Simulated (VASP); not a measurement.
# ScAl2 (Fd-3m) in VASP: notebook

The runs below take ScAl2 through single point, with r2SCAN.

All numbers are computed with VASP 6.6.1; they aren't measurements. Logs are shortened: lines on timing, memory, paths and dates and some standing lists are left out, and cuts for length are marked.

## Step 1: The cell of the first run

It takes space group Fd-3m (No. 227, cubic). The conventional cell has a = 7.531 Å, b = 7.531 Å, c = 7.531 Å, α = 90.00°, β = 90.00°, γ = 90.00°. Sc (site symmetry -43m) has 12 Al at 3.12 Å and 4 Sc at 3.26 Å within 4.1 Å. Within 3.5 Å of Al (site symmetry -3m) lie 6 Al at 2.66 Å and 6 Sc at 3.12 Å.

## Step 2: Single point, r2SCAN

Contents of POSCAR:

```
ScAl2
1.0
    0.0000000000      3.7656384919      3.7656384919
    3.7656384919      0.0000000000      3.7656384919
    3.7656384919      3.7656384919      0.0000000000
Sc Al
2 4
Direct
    0.5000000000      0.5000000000      0.5000000000
    0.7500000000      0.7500000000      0.7500000000
    0.1250000000      0.1250000000      0.1250000000
    0.6250000000      0.1250000000      0.1250000000
    0.1250000000      0.6250000000      0.1250000000
    0.1250000000      0.1250000000      0.6250000000
```

Contents of INCAR.step1:

```
PREC     = Accurate       # precision mode
ENCUT    = 520            # plane-wave cutoff, eV
ISMEAR   = 0              # smearing method
SIGMA    = 0.1            # smearing width, eV
LREAL    = False          # projectors in reciprocal space
LASPH    = True           # aspherical terms in the spheres
NELM     = 80             # most SCF steps
NBANDS   = 26             # bands
GGA      = PE             # functional
ALGO     = Normal         # electronic algorithm
EDIFF    = 1E-4           # SCF threshold, eV
LWAVE    = True           # write WAVECAR
LCHARG   = False          # write CHGCAR
```

Contents of INCAR.step2:

```
PREC     = Accurate       # precision mode
ENCUT    = 520            # plane-wave cutoff, eV
EDIFF    = 1E-6           # SCF threshold, eV
ISMEAR   = 0              # smearing method
SIGMA    = 0.1            # smearing width, eV
LREAL    = False          # projectors in reciprocal space
LASPH    = True           # aspherical terms in the spheres
NELM     = 80             # most SCF steps
ALGO     = Normal         # electronic algorithm
ISIF     = 2              # what is computed and relaxed
LWAVE    = False          # write WAVECAR
LCHARG   = False          # write CHGCAR
METAGGA  = R2SCAN         # meta-GGA
LMIXTAU  = True         
NBANDS   = 26             # bands
ISTART   = 1
```

Contents of KPOINTS:

```
Automatic mesh
0
Gamma
  8 8 8
```

Potentials or basis: VASP PAW PBE potentials, release 64 (Sc_sv, Al).

Run with:

```console
> cat potpaw_PBE.64/Sc_sv/POTCAR potpaw_PBE.64/Al/POTCAR > POTCAR
> cp INCAR.step1 INCAR
> mpirun -np 1 vasp_std > vasp.out
> cp INCAR.step2 INCAR
> mpirun -np 1 vasp_std > vasp.out
```

OUTCAR:

```text
PREC = Accurate
   ENCUT = 520
   EDIFF = 1E-6
   ISMEAR = 0
   LREAL = False
   LASPH = True
   NELM = 80
   ISIF = 2
   METAGGA = R2SCAN
   ISTART = 1

 ion  position               nearest neighbor table
   1  0.500  0.500  0.500-   3 3.12   5 3.12   6 3.12   3 3.12   4 3.12   6 3.12   3 3.12   4 3.12
                             5 3.12   4 3.12   5 3.12   6 3.12   2 3.26   2 3.26   2 3.26   2 3.26
   2  0.750  0.750  0.750-   3 3.12   4 3.12   5 3.12   3 3.12   4 3.12   6 3.12   3 3.12   5 3.12
                             6 3.12   4 3.12   5 3.12   6 3.12   1 3.26   1 3.26   1 3.26   1 3.26
   3  0.125  0.125  0.125-   4 2.66   5 2.66   6 2.66   6 2.66   5 2.66   4 2.66   1 3.12   2 3.12
                             1 3.12   2 3.12   1 3.12   2 3.12
   4  0.625  0.125  0.125-   3 2.66   6 2.66   5 2.66   3 2.66   5 2.66   6 2.66   2 3.12   1 3.12
                             2 3.12   1 3.12   1 3.12   2 3.12
   5  0.125  0.625  0.125-   3 2.66   6 2.66   3 2.66   4 2.66   6 2.66   4 2.66   1 3.12   2 3.12
                             1 3.12   2 3.12   1 3.12   2 3.12
   6  0.125  0.125  0.625-   3 2.66   3 2.66   4 2.66   5 2.66   5 2.66   4 2.66   1 3.12   2 3.12
                             1 3.12   2 3.12   1 3.12   2 3.12

  LATTYP: Found a face centered cubic cell.
 ALAT       =     7.5312769838

  Lattice vectors:

 A1 = (   0.0000000000,   3.7656384919,   3.7656384919)
 A2 = (   3.7656384919,   0.0000000000,   3.7656384919)
 A3 = (   3.7656384919,   3.7656384919,   0.0000000000)

Analysis of symmetry for initial positions (statically):
=====================================================================
 Subroutine PRICEL returns:
 Original cell was already a primitive cell.

 Routine SETGRP: Setting up the symmetry group for a
 face centered cubic supercell.

 Subroutine GETGRP returns: Found 48 space group operations
 (whereof 24 operations were pure point group operations)
 out of a pool of 48 trial point group operations.

The static configuration has the point symmetry T_d .
 The point group associated with its full space group is O_h .

Analysis of symmetry for dynamics (positions and initial velocities):
=====================================================================
 Subroutine PRICEL returns:
 Original cell was already a primitive cell.

 Routine SETGRP: Setting up the symmetry group for a
 face centered cubic supercell.

 Subroutine GETGRP returns: Found 48 space group operations
 (whereof 24 operations were pure point group operations)
 out of a pool of 48 trial point group operations.

The dynamic configuration has the point symmetry T_d .
 The point group associated with its full space group is O_h .

 Subroutine INISYM returns: Found 48 space group operations
[... 106 lines left out ...]
   LREAL  =      F    real-space projection
   EDIFFG = 0.1E-04   stopping-criterion for IOM
   NSW    =      0    number of steps for IOM
   IBRION =     -1    ionic relax: 0-MD 1-quasi-New 2-CG
   NFREE  =      0    steps in history (QN), initial steepest desc. (CG)
   ISIF   =      2    stress and relaxation
   ISYM   =      2    0-nonsym 1-usesym 2-fastsym
   POTIM  = 0.5000    time-step for ionic-motion
   TEBEG  =    0.0;   TEEND  =   0.0 temperature during run
   PSTRESS=    0.0 pullay stress
   NELECT =      34.0000    total number of electrons
   NUPDOWN=      -1.0000    fix difference up-down
   EMIN   =  10.00;   EMAX   =-10.00  energy-range for DOS
   EFERMI =   0.00;   METHOD = LEGACY
   ISMEAR =     0;   SIGMA  =   0.10  broadening in eV -4-tet -1-fermi 0-gaus
   EFERMI_NEDOS =   21; number of points for ismear=-14 and -15
   IALGO  =     38    algorithm
   IMIX   =      4    mixing-type and parameters
     AMIX     =   0.40;   BMIX     =  1.00
     AMIX_MAG =   1.60;   BMIX_MAG =  1.00
  volume/ion in A,a.u.               =      17.80       120.11
  Fermi-wavevector in a.u.,A,eV,Ry     =   1.117856  2.112441 17.001867  1.249602
  Thomas-Fermi vector in A             =   2.254482
   LORBIT       =      0    0 simple, 1 ext, 2 COOP (PROOUT), +10 PAW based schemes
   METAGGA = R2SCAN    functional components
   LHFCALC =     F    Hartree Fock is set to
   AEXX    =    0.0000 exact exchange contribution
   IVDW    =     0    specifies the selected vdW correction
   LEPSILON=     F    determine dielectric tensor
   LRPA    =     F    only Hartree local field effects (RPA)
 non-spin polarized calculation
 Gauss-broadening in eV      SIGMA  =   0.10
  energy-cutoff  :      520.00
  volume of cell :      106.79
 maximum number of plane-waves:      2892
   NGX = 19   NGY = 19   NGZ = 19

 number of electron      34.0000000 magnetization

 Free energy of the ion-electron system (eV)
  ---------------------------------------------------
  ext. energy  EPLUGINS =         0.00000000
  ---------------------------------------------------
  free energy    TOTEN  =       -52.90817369 eV

  energy without entropy =      -52.88470976  energy(sigma->0) =      -52.89644173

 E-fermi :   6.6315     XC(G=0): -11.0593

 val. band max:        6.5773161586   @ k =  -0.2500   0.1250   0.0000
 cond. band min:       6.6429678754   @ k =  -0.3750   0.3750   0.1250
 fundamental gap:      0.0656517168
 Fermi energy:         6.6314708985

 k-point     1 :       0.0000    0.0000    0.0000
  band No.  band energies     occupation
      1     -44.8213      2.00000
      2     -44.7789      2.00000
      3     -22.5380      2.00000
      4     -22.5380      2.00000
      5     -22.5380      2.00000
      6     -22.4241      2.00000
[... 685 lines left out ...]
     25      10.0858      0.00000
     26      10.5076      0.00000

 [... further k-points ...]
[... 5 lines left out ...]
  --------------------------------------------------------------------------------------
  -------------------------------------------------------------------------------------
  Total        0.6359108      0.6359108      0.6359108      0.0000000     -0.0000000      0.0000000
  in kB        9.5402749      9.5402749      9.5402749      0.0000000     -0.0000000      0.0000000
  external PRESSURE =       9.5402749 kB  Pullay stress =       0.0000000 kB

 VOLUME and BASIS-vectors are now :
 -----------------------------------------------------------------------------
  energy-cutoff  :      520.00
  volume of cell :      106.79
      direct lattice vectors                 reciprocal lattice vectors
     0.000000000  3.765638492  3.765638492    -0.132779607  0.132779607  0.132779607
     3.765638492  0.000000000  3.765638492     0.132779607 -0.132779607  0.132779607
     3.765638492  3.765638492  0.000000000     0.132779607  0.132779607 -0.132779607

 POSITION                                       TOTAL-FORCE (eV/Angst)
 -----------------------------------------------------------------------------------
      3.76564      3.76564      3.76564         0.000000      0.000000      0.000000
      5.64846      5.64846      5.64846        -0.000000     -0.000000     -0.000000
      0.94141      0.94141      0.94141        -0.000000      0.000000     -0.000000
      0.94141      2.82423      2.82423        -0.000000      0.000000     -0.000000
      2.82423      0.94141      2.82423        -0.000000      0.000000     -0.000000
      2.82423      2.82423      0.94141        -0.000000      0.000000     -0.000000
 -----------------------------------------------------------------------------------
    total drift:                               -0.000000     -0.000000      0.000000

  FREE ENERGIE OF THE ION-ELECTRON SYSTEM (eV)
  ---------------------------------------------------
  free  energy   TOTEN  =       -52.9081736947 eV

  energy  without entropy=      -52.8847097555  energy(sigma->0) =      -52.89644173
```

Wall time 3.1 min (1 thread of Intel Xeon Platinum 8488C (Sapphire Rapids), shared host); peak memory 0.29 GiB.

What came out:

* Free energy: -52.9082 eV
* Pressure: 1.0 GPa
* Band gap on the k mesh: zero (band 17 reaches 7.41 eV, above the bottom of band 18 at 4.79 eV)

Levels at points of the mesh, in eV from the Fermi level:
| k point | band 14 | band 15 | band 16 | band 17 | band 18 | band 19 | band 20 | band 21 |
| --- | --- | --- | --- | --- | --- | --- | --- | --- |
| (0.00, 0.00, 0.00) | -2.50 | -2.50 | -2.50 | -1.84 | -1.84 | 0.43 | 2.26 | 2.26 |
| (0.50, 0.00, 0.00) | -2.10 | -2.10 | -0.35 | -0.14 | -0.14 | 1.80 | 1.80 | 1.99 |
| (0.50, 0.50, 0.00) | -3.84 | 0.28 | 0.28 | 0.78 | 0.78 | 0.89 | 0.89 | 1.10 |

Caveat: the PAW data sets were made with another functional, which shifts forces and pressure a little.

## Step 3: Single point, r2SCAN

This run uses another cell than the first one, of 18.18 Å³/atom, 1.021 times its volume.

Edit POSCAR of step 2 so:

```diff
@@ -2,5 +2,5 @@
 1.0
-    0.0000000000      3.7656384919      3.7656384919
-    3.7656384919      0.0000000000      3.7656384919
-    3.7656384919      3.7656384919      0.0000000000
+    0.0000000000      3.7920280419      3.7920280419
+    3.7920280419      0.0000000000      3.7920280419
+    3.7920280419      3.7920280419      0.0000000000
 Sc Al
```

Contents of INCAR.step1:

```
  PREC = Accurate
  ENCUT = 520
  ISMEAR = 0
  SIGMA = 0.1
  LREAL = F
  LASPH = T
  NELM = 60
  NBANDS = 26
  GGA = PE
  ALGO = Normal
  EDIFF = 1E-4
  LWAVE = T
  LCHARG = F
```

Contents of INCAR.step2:

```
  PREC = Accurate
  ENCUT = 520
  EDIFF = 1E-7
  ISMEAR = 0
  SIGMA = 0.1
  LREAL = F
  LASPH = T
  NELM = 60
  ALGO = Normal
  ISIF = 2
  LWAVE = F
  LCHARG = F
  METAGGA = R2SCAN
  LMIXTAU = T
  NBANDS = 26
  ISTART = 1
```

Contents of KPOINTS:

```
regular mesh
0
Gamma
  8 8 8
```

Potentials or basis: VASP PAW PBE potentials, release 64 (Sc_sv, Al).

Run with:

```console
> cat potpaw_PBE.64/Sc_sv/POTCAR potpaw_PBE.64/Al/POTCAR > POTCAR
> cp INCAR.step1 INCAR
> mpirun -np 1 vasp_std > vasp.out
> cp INCAR.step2 INCAR
> mpirun -np 1 vasp_std > vasp.out
```

Run time: 3.7 min. Hardware: 1 thread of Intel Xeon Platinum 8488C (Sapphire Rapids), shared host; peak memory 0.29 GiB.

It converged, with:

| Quantity | Value |
| --- | --- |
| Free energy | -52.9077 eV |
| Pressure | -1.0 GPa |
| Band gap on the k mesh | zero (band 17 reaches 7.23 eV, above the bottom of band 18 at 4.65 eV) |

Levels at points of the mesh, in eV from the Fermi level:
| k point | band 15 | band 16 | band 17 | band 18 | band 19 | band 20 |
| --- | --- | --- | --- | --- | --- | --- |
| (0.00, 0.00, 0.00) | -2.50 | -2.50 | -1.81 | -1.81 | 0.40 | 2.20 |
| (0.50, 0.00, 0.00) | -2.08 | -0.35 | -0.14 | -0.14 | 1.77 | 1.77 |
| (0.50, 0.50, 0.00) | 0.29 | 0.29 | 0.77 | 0.77 | 0.88 | 0.88 |

Caveat: the PAW data sets were made with another functional, which shifts forces and pressure a little.

## Step 4: Single point, r2SCAN

This run uses another cell than the first one, of 11.79 Å³/atom, 0.663 times its volume.

Edit POSCAR of step 3 so:

```diff
@@ -2,5 +2,5 @@
 1.0
-    0.0000000000      3.7920280419      3.7920280419
-    3.7920280419      0.0000000000      3.7920280419
-    3.7920280419      3.7920280419      0.0000000000
+    0.0000000000      3.2830023770      3.2830023770
+    3.2830023770      0.0000000000      3.2830023770
+    3.2830023770      3.2830023770      0.0000000000
 Sc Al
```

Contents of INCAR.step1:

```
SYSTEM = ScAl2
PREC = Accurate ; ENCUT = 520
ISMEAR = 0 ; SIGMA = 0.1
LREAL = .FALSE. ; LASPH = .TRUE.
NELM = 60 ; NBANDS = 26
GGA = PE ; ALGO = Normal
EDIFF = 1E-4 ; LWAVE = .TRUE.
LCHARG = .FALSE.
```

Contents of INCAR.step2:

```
SYSTEM = ScAl2
PREC = Accurate ; ENCUT = 520
EDIFF = 1E-6 ; ISMEAR = 0
SIGMA = 0.1 ; LREAL = .FALSE.
LASPH = .TRUE. ; NELM = 60
ALGO = Normal ; ISIF = 2
LWAVE = .FALSE. ; LCHARG = .FALSE.
METAGGA = R2SCAN ; LMIXTAU = .TRUE.
NBANDS = 26 ; ISTART = 1
```

Contents of KPOINTS:

```
regular mesh
0
G
  10 10 10
  0 0 0
```

Run with:

```console
> cat potpaw_PBE.64/Sc_sv/POTCAR potpaw_PBE.64/Al/POTCAR > POTCAR
> cp INCAR.step1 INCAR
> mpirun -np 1 vasp_std > vasp.out
> cp INCAR.step2 INCAR
> mpirun -np 1 vasp_std > vasp.out
```

It took 3.4 min on 1 thread of Intel Xeon Platinum 8488C (Sapphire Rapids), shared host; peak memory 0.25 GiB.

Results (log left out):

```
Free energy            : -45.4420 eV
Pressure               : 90.8 GPa
Band gap on the k mesh : zero (band 17 reaches 11.50 eV, above the bottom of band 18 at 8.00 eV)
```

Levels at points of the mesh, in eV from the Fermi level:
```
           k point  band 14  band 15  band 16  band 17  band 18  band 19  band 20  band 21
(0.00, 0.00, 0.00)    -2.70    -2.70    -2.59    -2.59    -2.59     1.12     3.66     3.66
(0.50, 0.00, 0.00)    -2.26    -2.26    -0.43    -0.14    -0.14     2.31     2.31     2.58
(0.50, 0.50, 0.00)    -4.47     0.10     0.10     0.90     0.90     0.95     0.95     1.31
```

Caveat: the PAW data sets were made with another functional, which shifts forces and pressure a little.

## Step 5: Summary

| cell | k mesh | gap on the mesh (eV) | pressure (GPa) |
| --- | --- | --- | --- |
| a = 5.325 Å, angles 60.0°, 6 atoms | 8 × 8 × 8 | none | 1.0 |
| a = 5.363 Å, angles 60.0°, 6 atoms | 8 × 8 × 8 | none | -1.0 |
| a = 4.643 Å, angles 60.0°, 6 atoms | 10 × 10 × 10 | none | 90.8 |

Alike in all rows: task single point; level r2SCAN; potentials or basis VASP PAW PBE potentials, release 64 (Sc_sv, Al); no spin polarisation; cutoff (eV) 520; smearing gaussian 0.1 eV.

Caveats: the PAW data sets were made with another functional, which shifts forces and pressure a little.

Total energies depend on the potentials used, so only differences within one code and one set of settings carry meaning.
